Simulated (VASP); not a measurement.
# SiO2 (Fm-3m) in VASP: a series of runs

Aim: see how the results for SiO2 move with the level of theory and the settings. Levels: PBE, LDA, r2SCAN, HSE06. Tasks: single point.

All numbers are computed with VASP 6.6.1; they aren't measurements. Logs are shortened: lines on timing, memory, paths and dates and some standing lists are left out, and cuts for length are marked.

**1. The cell of the first run**

The structure is cubic, space group Fm-3m (No. 225). Conventional cell: a = 4.528 Å, b = 4.528 Å, c = 4.528 Å, α = 90.00°, β = 90.00°, γ = 90.00°. Si (site symmetry m-3m) has 8 O at 1.96 Å within 2.6 Å. Within 2.6 Å of O (site symmetry -43m) lie 4 Si at 1.96 Å and 6 O at 2.26 Å.

**2. Single point, PBE**

Input file INCAR:

```
PREC = Accurate ; ENCUT = 520
EDIFF = 1E-7 ; ISMEAR = 0
SIGMA = 0.01 ; LREAL = F
LASPH = T ; NELM = 60
ALGO = Normal ; ISIF = 2
LWAVE = F ; LCHARG = F
GGA = PE ; NBANDS = 15
```

Input file KPOINTS:

```
regular mesh
0
Gamma
  6 6 6
```

Input file POSCAR:

```
SiO2
1.0
    0.0000000000      2.2641691173      2.2641691173
    2.2641691173      0.0000000000      2.2641691173
    2.2641691173      2.2641691173      0.0000000000
Si O
1 2
Direct
    0.0000000000      0.0000000000      0.0000000000
    0.2500000000      0.2500000000      0.2500000000
    0.7500000000      0.7500000000      0.7500000000
```

Potentials or basis: VASP PAW PBE potentials, release 64 (Si, O).

Launch:

```bash
> cat potpaw_PBE.64/Si/POTCAR potpaw_PBE.64/O/POTCAR > POTCAR
> mpirun -np 1 vasp_std > vasp.out
```

OUTCAR:

```text
PREC = Accurate
   ENCUT = 520
   EDIFF = 1E-7
   ISMEAR = 0
   LREAL = F
   LASPH = T
   NELM = 60
   ISIF = 2
   GGA = PE

 ion  position               nearest neighbor table
   1  0.000  0.000  0.000-   3 1.96   3 1.96   3 1.96   2 1.96   3 1.96   2 1.96   2 1.96   2 1.96

   2  0.250  0.250  0.250-   1 1.96   1 1.96   1 1.96   1 1.96
   3  0.750  0.750  0.750-   1 1.96   1 1.96   1 1.96   1 1.96

  LATTYP: Found a face centered cubic cell.
 ALAT       =     4.5283382346

  Lattice vectors:

 A1 = (   0.0000000000,   2.2641691173,   2.2641691173)
 A2 = (   2.2641691173,   0.0000000000,   2.2641691173)
 A3 = (   2.2641691173,   2.2641691173,   0.0000000000)

Analysis of symmetry for initial positions (statically):
=====================================================================
 Subroutine PRICEL returns:
 Original cell was already a primitive cell.

 Routine SETGRP: Setting up the symmetry group for a
 face centered cubic supercell.

 Subroutine GETGRP returns: Found 48 space group operations
 (whereof 48 operations were pure point group operations)
 out of a pool of 48 trial point group operations.

The static configuration has the point symmetry O_h .

Analysis of symmetry for dynamics (positions and initial velocities):
=====================================================================
 Subroutine PRICEL returns:
 Original cell was already a primitive cell.

 Routine SETGRP: Setting up the symmetry group for a
 face centered cubic supercell.

 Subroutine GETGRP returns: Found 48 space group operations
 (whereof 48 operations were pure point group operations)
 out of a pool of 48 trial point group operations.

The dynamic configuration has the point symmetry O_h .

 Subroutine INISYM returns: Found 48 space group operations
 (whereof 48 operations are pure point group operations),
 and found     1 'primitive' translations

----------------------------------------------------------------------------------------

                                     Primitive cell

  volume of cell :      23.2144

  direct lattice vectors                    reciprocal lattice vectors
     0.000000000  2.264169117  2.264169117    -0.220831561  0.220831561  0.220831561
     2.264169117  0.000000000  2.264169117     0.220831561 -0.220831561  0.220831561
     2.264169117  2.264169117  0.000000000     0.220831561  0.220831561 -0.220831561

  length of vectors
     3.202018673  3.202018673  3.202018673     0.382491483  0.382491483  0.382491483

  position of ions in fractional coordinates (direct lattice)
     0.000000000  0.000000000  0.000000000
     0.250000000  0.250000000  0.250000000
     0.750000000  0.750000000  0.750000000

  ion indices of the primitive-cell ions
   primitive index   ion index
                 1           1
                 2           2
                 3           3

----------------------------------------------------------------------------------------

 KPOINTS: regular mesh

Automatic generation of k-mesh.
 Grid dimensions read from file:
 generate k-points for:    6    6    6

 Generating k-lattice:

  Cartesian coordinates                     Fractional coordinates (reciprocal lattice)
    -0.036805260  0.036805260  0.036805260     0.166666667  0.000000000  0.000000000
     0.036805260 -0.036805260  0.036805260     0.000000000  0.166666667  0.000000000
     0.036805260  0.036805260 -0.036805260     0.000000000  0.000000000  0.166666667

  Length of vectors
     0.063748581  0.063748581  0.063748581

  Shift w.r.t. Gamma in fractional coordinates (k-lattice)
     0.000000000  0.000000000  0.000000000

 Subroutine IBZKPT returns following result:
 ===========================================

 Found     16 irreducible k-points:

 Following reciprocal coordinates:
            Coordinates               Weight
  0.000000  0.000000  0.000000      1.000000
  0.166667  0.000000  0.000000      8.000000
  0.333333  0.000000  0.000000      8.000000
  0.500000  0.000000  0.000000      4.000000
  0.166667  0.166667  0.000000      6.000000
  0.333333  0.166667  0.000000     24.000000
[... 8 lines left out ...]
 -0.333333  0.333333  0.166667     24.000000
 -0.333333  0.500000  0.166667     12.000000
   k-points           NKPTS =     16   k-points in BZ     NKDIM =     16   number of bands    NBANDS=     15
   number of dos      NEDOS =    301   number of ions     NIONS =      3
   total plane-waves  NPLWV =  13824
   dimension x,y,z NGX =    24 NGY =   24 NGZ =   24
   dimension x,y,z NGXF=    48 NGYF=   48 NGZF=   48
   ions per type =               1   2
   NGX,Y,Z   is equivalent  to a cutoff of  12.46, 12.46, 12.46 a.u.
   NGXF,Y,Z  is equivalent  to a cutoff of  24.92, 24.92, 24.92 a.u.
 SYSTEM =  unknown system
   PREC   = accura    normal or accurate (medium, high low for compatibility)
   ISTART =      0    job   : 0-new  1-cont  2-samecut
   ICHARG =      2    charge: 1-file 2-atom 10-const
   ISPIN  =      1    spin polarized calculation?
   LNONCOLLINEAR =      F non collinear calculations
   LSORBIT =      F    spin-orbit coupling
   LASPH  =      T    aspherical Exc in radial PAW
   ENCUT  =  520.0 eV  38.22 Ry    6.18 a.u.   5.95  5.95  5.95*2*pi/ulx,y,z
   NELM   =     60;   NELMIN=  2; NELMDL= -5     # of ELM steps
   EDIFF  = 0.1E-06   stopping-criterion for ELM
   LREAL  =      F    real-space projection
   EDIFFG = 0.1E-05   stopping-criterion for IOM
   NSW    =      0    number of steps for IOM
   IBRION =     -1    ionic relax: 0-MD 1-quasi-New 2-CG
   NFREE  =      0    steps in history (QN), initial steepest desc. (CG)
   ISIF   =      2    stress and relaxation
   ISYM   =      2    0-nonsym 1-usesym 2-fastsym
   POTIM  = 0.5000    time-step for ionic-motion
   TEBEG  =    0.0;   TEEND  =   0.0 temperature during run
   PSTRESS=    0.0 pullay stress
   NELECT =      16.0000    total number of electrons
   NUPDOWN=      -1.0000    fix difference up-down
   EMIN   =  10.00;   EMAX   =-10.00  energy-range for DOS
   EFERMI =   0.00;   METHOD = LEGACY
   ISMEAR =     0;   SIGMA  =   0.01  broadening in eV -4-tet -1-fermi 0-gaus
   EFERMI_NEDOS =   21; number of points for ismear=-14 and -15
   IALGO  =     38    algorithm
   IMIX   =      4    mixing-type and parameters
     AMIX     =   0.40;   BMIX     =  1.00
     AMIX_MAG =   1.60;   BMIX_MAG =  1.00
  volume/ion in A,a.u.               =       7.74        52.22
  Fermi-wavevector in a.u.,A,eV,Ry     =   1.446092  2.732718 28.452265  2.091182
  Thomas-Fermi vector in A             =   2.564200
   LORBIT       =      0    0 simple, 1 ext, 2 COOP (PROOUT), +10 PAW based schemes
   GGA     = PE    functional components
   LHFCALC =     F    Hartree Fock is set to
   AEXX    =    0.0000 exact exchange contribution
   IVDW    =     0    specifies the selected vdW correction
   LEPSILON=     F    determine dielectric tensor
   LRPA    =     F    only Hartree local field effects (RPA)
 non-spin polarized calculation
 Gauss-broadening in eV      SIGMA  =   0.01
  energy-cutoff  :      520.00
  volume of cell :       23.21
 maximum number of plane-waves:       636
   NGX = 11   NGY = 11   NGZ = 11

 number of electron      16.0000014 magnetization

 Free energy of the ion-electron system (eV)
  ---------------------------------------------------
  ext. energy  EPLUGINS =         0.00000000
  ---------------------------------------------------
  free energy    TOTEN  =       -19.90113298 eV

  energy without entropy =      -19.90113298  energy(sigma->0) =      -19.90113298

 E-fermi :   9.7597     XC(G=0): -12.4160

 val. band max:        9.6608877088   @ k =   0.5000   0.5000   0.0000
 cond. band min:      11.7168212909   @ k =   0.5000   0.5000   0.0000
 fundamental gap:      2.0559335821
 Fermi energy:         9.7597333398

 k-point     1 :       0.0000    0.0000    0.0000
  band No.  band energies     occupation
      1     -13.3288      2.00000
      2      -6.4173      2.00000
      3       3.8259      2.00000
      4       3.8259      2.00000
      5       3.8259      2.00000
      6       7.3854      2.00000
      7       7.3854      2.00000
      8       7.3854      2.00000
      9      11.8852      0.00000
     10      15.6032      0.00000
     11      15.6032      0.00000
     12      15.6032      0.00000
     13      22.0874      0.00000
     14      22.0874      0.00000
     15      24.4872      0.00000

 k-point     2 :       0.1667    0.0000    0.0000
  band No.  band energies     occupation
      1     -12.9309      2.00000
      2      -6.9365      2.00000
      3       3.5217      2.00000
      4       3.8559      2.00000
      5       3.8559      2.00000
      6       6.2295      2.00000
      7       6.8985      2.00000
      8       6.8985      2.00000
      9      13.4273      0.00000
     10      15.9786      0.00000
     11      16.3301      0.00000
     12      16.3301      0.00000
     13      22.7966      0.00000
     14      22.7966      0.00000
     15      25.8019      0.00000

 k-point     3 :       0.3333    0.0000    0.0000
  band No.  band energies     occupation
      1     -11.7985      2.00000
      2      -8.3267      2.00000
      3       2.8494      2.00000
      4       4.0588      2.00000
      5       4.0588      2.00000
      6       4.9753      2.00000
      7       5.8596      2.00000
      8       5.8596      2.00000
      9      15.0650      0.00000
     10      17.9952      0.00000
     11      18.2479      0.00000
     12      18.2479      0.00000
     13      23.7159      0.00000
     14      23.7159      0.00000
     15      26.5619      0.00000
[... 199 lines left out ...]
 k-point    15 :      -0.3333    0.3333    0.1667
  band No.  band energies     occupation
      1      -9.7817      2.00000
      2      -9.7206      2.00000
      3      -0.5407      2.00000
      4       0.9901      2.00000
      5       4.6330      2.00000
      6       4.6629      2.00000
      7       8.2910      2.00000
      8       8.7423      2.00000
      9      14.8120      0.00000
     10      18.3079      0.00000
     11      20.1504      0.00000
     12      20.6038      0.00000
     13      21.7244      0.00000
     14      25.0343      0.00000
     15      29.1248      0.00000

 k-point    16 :      -0.3333    0.5000    0.1667
  band No.  band energies     occupation
      1     -10.1025      2.00000
      2      -9.0309      2.00000
      3      -1.4005      2.00000
      4       0.6977      2.00000
      5       3.0938      2.00000
      6       6.5249      2.00000
      7       8.8406      2.00000
      8       9.4564      2.00000
      9      13.5214      0.00000
     10      18.8993      0.00000
     11      19.3274      0.00000
     12      21.4082      0.00000
     13      22.5167      0.00000
     14      26.0066      0.00000
     15      28.2796      0.00000

------------------------ aborting loop because EDIFF is reached ----------------------------------------

  FORCE on cell =-STRESS in cart. coord.  units (eV):
  Direction    XX          YY          ZZ          XY          YZ          ZX
  --------------------------------------------------------------------------------------
  -------------------------------------------------------------------------------------
  Total        1.4952255      1.4952255      1.4952255     -0.0000000      0.0000000     -0.0000000
  in kB      103.1954826    103.1954826    103.1954826     -0.0000000      0.0000000     -0.0000000
  external PRESSURE =     103.1954826 kB  Pullay stress =       0.0000000 kB

 VOLUME and BASIS-vectors are now :
 -----------------------------------------------------------------------------
  energy-cutoff  :      520.00
  volume of cell :       23.21
      direct lattice vectors                 reciprocal lattice vectors
     0.000000000  2.264169117  2.264169117    -0.220831561  0.220831561  0.220831561
     2.264169117  0.000000000  2.264169117     0.220831561 -0.220831561  0.220831561
     2.264169117  2.264169117  0.000000000     0.220831561  0.220831561 -0.220831561

 POSITION                                       TOTAL-FORCE (eV/Angst)
 -----------------------------------------------------------------------------------
      0.00000      0.00000      0.00000         0.000000     -0.000000      0.000000
      1.13208      1.13208      1.13208         0.000000      0.000000      0.000000
      3.39625      3.39625      3.39625        -0.000000     -0.000000     -0.000000
 -----------------------------------------------------------------------------------
    total drift:                                0.000000      0.000000      0.000000

  FREE ENERGIE OF THE ION-ELECTRON SYSTEM (eV)
  ---------------------------------------------------
  free  energy   TOTEN  =       -19.9011329772 eV

  energy  without entropy=      -19.9011329772  energy(sigma->0) =      -19.90113298
```

Wall time 4.1 s (1 thread of Intel Xeon Platinum 8375C at 2.90GHz (Ice Lake), shared host); peak memory 0.13 GiB.

What came out:

| Property | Result |
| --- | --- |
| Free energy | -19.9011 eV |
| Pressure | 10.3 GPa |
| Band gap on the k mesh | 2.06 eV, direct |

Levels at points of the mesh, in eV from the valence-band top:
| k point | band 4 | band 5 | band 6 | band 7 | band 8 | band 9 | band 10 | band 11 | band 12 | band 13 |
| --- | --- | --- | --- | --- | --- | --- | --- | --- | --- | --- |
| (0.00, 0.00, 0.00) | -5.83 | -5.83 | -2.28 | -2.28 | -2.28 | 2.22 | 5.94 | 5.94 | 5.94 | 12.43 |
| (0.50, 0.00, 0.00) | -5.27 | -5.27 | -5.11 | -4.52 | -4.52 | 6.06 | 9.85 | 10.10 | 10.10 | 13.81 |
| (0.50, 0.50, 0.00) | -8.20 | -8.20 | -1.00 | -1.00 | 0.00 | 2.06 | 8.25 | 11.25 | 12.78 | 12.78 |

[end of part 1 of 2]
